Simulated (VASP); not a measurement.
# Zr32CN30 (a cell with a defect) in VASP: a series of runs, part 2 of 2

VASP 6.6.1.

**3. Relaxation of the atoms, PBE**

File INCAR:

```
ALGO = Normal ; EDIFF = 1E-6
EDIFFG = -0.03 ; ENCUT = 520
GGA = PE ; IBRION = 2
ISIF = 2 ; ISMEAR = -1
LASPH = True ; LCHARG = False
LREAL = Auto ; LUSENCCL = False
LWAVE = False ; NELECT = 536.0
NELM = 80 ; NSW = 80
PREC = Accurate ; SIGMA = 0.02
```

File KPOINTS:

```
k-points
0
Gamma
  1 1 1
```

File POSCAR:

```
Zr32CN30
1.0
    9.2200000000      0.0000000000      0.0000000000
    0.0000000000      9.2200000000      0.0000000000
    0.0000000000      0.0000000000      9.2200000000
Zr N C
32 30 1
Direct
    0.5000000000      0.0000000000      0.0000000000
    0.7500000000      0.2500000000      0.0000000000
    0.7500000000      0.0000000000      0.2500000000
    0.0000000000      0.0000000000      0.0000000000
    0.2500000000      0.2500000000      0.0000000000
    0.5000000000      0.5000000000      0.0000000000
    0.7500000000      0.7500000000      0.0000000000
    0.2500000000      0.0000000000      0.2500000000
    0.5000000000      0.2500000000      0.2500000000
    0.7500000000      0.5000000000      0.2500000000
    0.5000000000      0.0000000000      0.5000000000
    0.7500000000      0.2500000000      0.5000000000
    0.7500000000      0.0000000000      0.7500000000
    0.0000000000      0.5000000000      0.0000000000
    0.2500000000      0.7500000000      0.0000000000
    0.0000000000      0.2500000000      0.2500000000
    0.2500000000      0.5000000000      0.2500000000
    0.5000000000      0.7500000000      0.2500000000
    0.0000000000      0.0000000000      0.5000000000
    0.2500000000      0.2500000000      0.5000000000
    0.5000000000      0.5000000000      0.5000000000
    0.7500000000      0.7500000000      0.5000000000
    0.2500000000      0.0000000000      0.7500000000
    0.5000000000      0.2500000000      0.7500000000
    0.7500000000      0.5000000000      0.7500000000
    0.0000000000      0.7500000000      0.2500000000
    0.0000000000      0.5000000000      0.5000000000
    0.2500000000      0.7500000000      0.5000000000
    0.0000000000      0.2500000000      0.7500000000
    0.2500000000      0.5000000000      0.7500000000
    0.5000000000      0.7500000000      0.7500000000
    0.0000000000      0.7500000000      0.7500000000
    0.7500000000      0.2500000000      0.2500000000
    0.0000000000      0.5000000000      0.2500000000
    0.0000000000      0.2500000000      0.5000000000
    0.2500000000      0.2500000000      0.2500000000
    0.5000000000      0.5000000000      0.2500000000
    0.7500000000      0.7500000000      0.2500000000
    0.0000000000      0.0000000000      0.2500000000
    0.5000000000      0.2500000000      0.5000000000
    0.7500000000      0.5000000000      0.5000000000
    0.0000000000      0.7500000000      0.5000000000
    0.7500000000      0.2500000000      0.7500000000
    0.0000000000      0.5000000000      0.7500000000
    0.0000000000      0.2500000000      0.0000000000
    0.5000000000      0.0000000000      0.2500000000
    0.2500000000      0.5000000000      0.5000000000
    0.7500000000      0.0000000000      0.5000000000
    0.2500000000      0.2500000000      0.7500000000
    0.5000000000      0.5000000000      0.7500000000
    0.7500000000      0.7500000000      0.7500000000
    0.0000000000      0.0000000000      0.7500000000
    0.5000000000      0.2500000000      0.0000000000
    0.7500000000      0.5000000000      0.0000000000
    0.0000000000      0.7500000000      0.0000000000
    0.2500000000      0.0000000000      0.5000000000
    0.2500000000      0.7500000000      0.7500000000
    0.5000000000      0.0000000000      0.7500000000
    0.2500000000      0.5000000000      0.0000000000
    0.5000000000      0.7500000000      0.0000000000
    0.7500000000      0.0000000000      0.0000000000
    0.2500000000      0.0000000000      0.0000000000
    0.5000000000      0.7500000000      0.5000000000
```

Potentials or basis: VASP PAW PBE potentials, release 64 (Zr_sv, N, C).

Run with:

```sh
cat potpaw_PBE.64/Zr_sv/POTCAR potpaw_PBE.64/N/POTCAR potpaw_PBE.64/C/POTCAR > POTCAR
mpirun -np 1 vasp_gam > vasp.out
```

OUTCAR:

```text
EDIFF = 1E-6
   EDIFFG = -0.03
   ENCUT = 520
   GGA = PE
   IBRION = 2
   ISIF = 2
   ISMEAR = -1
   LASPH = True
   LREAL = Auto
   NELECT = 536.0
   NELM = 80
   NSW = 80
   PREC = Accurate

 ion  position               nearest neighbor table
   1  0.500  0.000  0.000-  46 2.31  53 2.31  58 2.31  60 2.31  61 2.31  62 2.31  13 3.26  15 3.26
                            18 3.26  23 3.26  24 3.26  31 3.26   2 3.26   3 3.26   5 3.26   7 3.26
   2  0.750  0.250  0.000-  33 2.31  43 2.31  45 2.31  53 2.31  54 2.31  61 2.31  13 3.26  14 3.26
                            16 3.26  24 3.26  25 3.26  29 3.26   1 3.26   3 3.26   4 3.26   6 3.26
   3  0.750  0.000  0.250-  33 2.31  38 2.31  39 2.31  46 2.31  48 2.31  61 2.31  12 3.26  16 3.26
                            18 3.26  19 3.26  22 3.26  26 3.26   1 3.26   2 3.26   4 3.26   7 3.26
   4  0.000  0.000  0.000-  39 2.31  45 2.31  52 2.31  55 2.31  61 2.31  62 2.31  15 3.26  16 3.26
                            23 3.26  26 3.26  29 3.26  32 3.26   2 3.26   3 3.26   5 3.26   7 3.26
   5  0.250  0.250  0.000-  36 2.31  45 2.31  49 2.31  53 2.31  59 2.31  62 2.31  16 3.26  17 3.26
                            23 3.26  24 3.26  29 3.26  30 3.26   1 3.26   4 3.26   6 3.26   8 3.26
   6  0.500  0.500  0.000-  37 2.31  50 2.31  53 2.31  54 2.31  59 2.31  60 2.31  17 3.26  18 3.26
                            24 3.26  25 3.26  30 3.26  31 3.26   2 3.26   5 3.26   7 3.26   9 3.26
   7  0.750  0.750  0.000-  38 2.31  51 2.31  54 2.31  55 2.31  60 2.31  61 2.31  14 3.26  18 3.26
                            25 3.26  26 3.26  31 3.26  32 3.26   1 3.26   3 3.26   4 3.26   6 3.26
   8  0.250  0.000  0.250-  36 2.31  39 2.31  46 2.31  56 2.31  62 2.31  15 3.26  16 3.26  18 3.26
                            19 3.26  20 3.26  26 3.26  28 3.26   1 3.26   4 3.26   5 3.26   9 3.26
   9  0.500  0.250  0.250-  33 2.31  36 2.31  37 2.31  40 2.31  46 2.31  53 2.31  10 3.26  11 3.26
[... 76 lines left out ...]
  62  0.250  0.000  0.000-   1 2.31   4 2.31   5 2.31   8 2.31  15 2.31  23 2.31
  63  0.500  0.750  0.500-  11 2.31  18 2.31  21 2.31  22 2.31  28 2.31  31 2.31
[... 963 lines left out ...]

 number of electron     535.9999966 magnetization

 Free energy of the ion-electron system (eV)
  ---------------------------------------------------
  ext. energy  EPLUGINS =         0.00000000
  ---------------------------------------------------
  free energy    TOTEN  =      -662.30875798 eV

  energy without entropy =     -662.30875798  energy(sigma->0) =     -662.30875798

 E-fermi :  12.1750     XC(G=0): -12.3475

 val. band max:       11.7556502269   @ k =   0.0000   0.0000   0.0000
 cond. band min:      12.5968771096   @ k =   0.0000   0.0000   0.0000
 fundamental gap:      0.8412268827
 Fermi energy:        12.1750135586

 k-point     1 :       0.0000    0.0000    0.0000
  band No.  band energies     occupation
      1     -38.4101      2.00000
      2     -38.3790      2.00000
      3     -38.3487      2.00000
      4     -38.3418      2.00000
      5     -38.3158      2.00000
      6     -38.3087      2.00000
[... 272 lines left out ...]
    279      12.9023      0.00000
    280      12.9096      0.00000
 [bands above 280 left out]

------------------------ aborting loop because EDIFF is reached ----------------------------------------

  FORCE on cell =-STRESS in cart. coord.  units (eV):
  Direction    XX          YY          ZZ          XY          YZ          ZX
  --------------------------------------------------------------------------------------
  -------------------------------------------------------------------------------------
  Total      -32.4988388    -32.7449044    -32.4988388      0.0000000      0.0000000     -0.1498351
  in kB      -66.4332751    -66.9362760    -66.4332751      0.0000000      0.0000000     -0.3062890
  external PRESSURE =     -66.6009421 kB  Pullay stress =       0.0000000 kB
[... 78 lines left out ...]
  FREE ENERGIE OF THE ION-ELECTRON SYSTEM (eV)
  ---------------------------------------------------
  free  energy   TOTEN  =      -662.3087579770 eV

  energy  without entropy=     -662.3087579750  energy(sigma->0) =     -662.30875798

 reached required accuracy - stopping structural energy minimisation
```

Run time: 9.8 min. Hardware: 1 × NVIDIA H100 80GB with 1 thread of AMD EPYC 7R13 (Zen 3), shared host; peak memory 1.6 GiB.

What came out:

- Free energy: -662.3088 eV
- Energy gained by relaxing: 12.0 meV/atom
- Ionic steps: 8
- Largest force after relaxing: 0.030 eV/Å

Forces in eV/Å, atoms in the order of the input:
```
Zr   0.002 -0.004 -0.003
Zr   0.013  0.000 -0.027
Zr  -0.009  0.006 -0.006
Zr   0.005 -0.006  0.005
Zr  -0.014  0.000 -0.006
Zr   0.002  0.004 -0.003
Zr  -0.009  0.000  0.001
Zr   0.005 -0.004  0.005
Zr   0.012  0.000  0.002
Zr  -0.009 -0.006 -0.006
Zr   0.007  0.019  0.007
Zr   0.006  0.000  0.026
Zr   0.002  0.021  0.002
Zr   0.005  0.006  0.005
Zr   0.010  0.000  0.022
Zr  -0.006  0.000 -0.014
Zr   0.005  0.004  0.005
Zr   0.011  0.000 -0.007
Zr  -0.003 -0.004  0.002
Zr   0.002  0.000  0.012
Zr   0.007 -0.019  0.007
Zr  -0.005  0.000  0.009
Zr  -0.006  0.006 -0.009
Zr   0.026  0.000  0.006
Zr   0.002 -0.021  0.002
Zr   0.022  0.000  0.010
Zr  -0.003  0.004  0.002
Zr  -0.007  0.000  0.011
Zr  -0.027  0.000  0.013
Zr  -0.006 -0.006 -0.009
Zr   0.009  0.000 -0.005
Zr   0.001  0.000 -0.009
N    0.003  0.000 -0.005
N   -0.007 -0.001  0.005
N    0.003  0.000  0.003
N   -0.004  0.000 -0.004
N   -0.011  0.004  0.001
N    0.027  0.000 -0.002
N   -0.007  0.001  0.005
N    0.002  0.000  0.002
N   -0.002  0.002  0.003
N   -0.015  0.000 -0.016
N    0.001  0.000  0.001
N    0.000 -0.002  0.004
N    0.000  0.000  0.000
N   -0.011 -0.004  0.001
N    0.001  0.004 -0.011
N   -0.002 -0.002  0.003
N   -0.005  0.000  0.003
N    0.003  0.002 -0.002
N   -0.008  0.000 -0.008
N    0.000  0.002  0.004
N    0.003  0.000  0.003
N    0.004 -0.002  0.000
N   -0.007  0.000 -0.007
N    0.001 -0.004 -0.011
N   -0.002  0.000  0.027
N    0.003 -0.002 -0.002
N    0.005 -0.001 -0.007
N   -0.016  0.000 -0.015
N    0.004  0.002  0.000
N    0.005  0.001 -0.007
C   -0.019  0.000 -0.019
```

The path:
```csv
step,energy change (eV),largest force (eV/Å),pressure (GPa)
1,0.0000,1.3461,-6.61
2,-0.6917,0.3846,-6.77
3,-0.7011,0.4368,-6.75
4,-0.7482,0.1611,-6.68
5,-0.7486,0.1277,-6.69
6,-0.7564,0.0876,-6.66
7,-0.7565,0.0837,-6.66
8,-0.7586,0.0297,-6.66
```

Caveat: the k points lie up to 0.68 Å⁻¹ apart; the cell carries a net charge on a neutralising background, which shifts energy and pressure; the cell is charged against a uniform background, so pressure and absolute levels hang on convention.
